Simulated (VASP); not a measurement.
The system is GdO.

```
Gd O
1.0
     3.11330    0.00000    0.00000
    -1.55665    2.69620    0.00000
     0.00000    0.00000    3.03843
Gd O
1 1
Direct
  0.00000 0.00000 0.00000
  0.66667 0.33333 0.50000
```

Base run:

| Quantity | Value |
| --- | --- |
| Program | VASP 6.6.1 |
| Functional | LDA |
| Potentials or basis | VASP PAW PBE potentials, release 64 (Gd, O) |
| Cutoff | 520 eV |
| k mesh | 10 × 10 × 9 |
| Occupations | fermi-dirac, width 0.05 eV |
| Spin | collinear spin, ferromagnetic start |
| Starting moments | [7.0, 0.0] μB |
| Hubbard terms | Gd f U = 6.0 eV |

Its results: pressure 21.8 GPa; net moment 7.44 μB per cell; site moments Gd +7.07; O -0.03 μB.

Task: The run is repeated on the same cell with these changes: hubbard terms from Gd f U = 6.0 eV to Gd f U = 8.0 eV. What comes out?

Result: Pressure 22.5 GPa; net moment 7.48 μB per cell; site moments Gd +7.09; O -0.04 μB.

Caveats: the cell stands under pressure; the PAW data sets were made with another functional, which shifts forces and pressure a little; a cell with one magnetic atom can't hold antiferromagnetic order, which such compounds often take.
